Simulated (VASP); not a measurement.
TiB2, 3 atoms in the cell. Symmetry: P6/mmm, No. 191, hexagonal system. Conventional cell: a = 3.029 Å, b = 3.029 Å, c = 3.228 Å, α = 90.00°, β = 90.00°, γ = 120.00°. Ti (site symmetry 6/mmm) has 12 B at 2.38 Å and 6 Ti at 3.03 Å within 3.1 Å. Within 2.3 Å of B (site symmetry -6m2) lie 3 B at 1.75 Å. 

| Property | Result |
| --- | --- |
| Program | VASP 6.6.1 |
| Task | single point |
| Functional | LDA |
| Potentials or basis | VASP PAW LDA potentials, release 64 (Ti_sv, B) |
| Cutoff | 520 eV |
| k mesh | 10 × 10 × 8 |
| Occupations | gaussian, width 0.1 eV |
| Spin | no spin polarisation |
| Dipole correction | no |
| Further INCAR settings | ALGO = Normal; EDIFF = 1e-06; NBANDS = 16 |

Potentials or basis: VASP PAW LDA potentials, release 64 (Ti_sv, B).

The run is started by

```console
$ cat potpaw_LDA.64/Ti_sv/POTCAR potpaw_LDA.64/B/POTCAR > POTCAR
$ mpirun -np 1 vasp_std > vasp.out
```

Hardware: 1 thread of AMD EPYC 9R45 96-Core Processor (Zen 5), on a shared host.

Task: Estimate the wall time of this run.

Result: Run time: 13 s on 1 thread of AMD EPYC 9R45 96-Core Processor (Zen 5) (shared host), peak memory 0.11 GiB. Counts: scf iterations 14, k points 70.
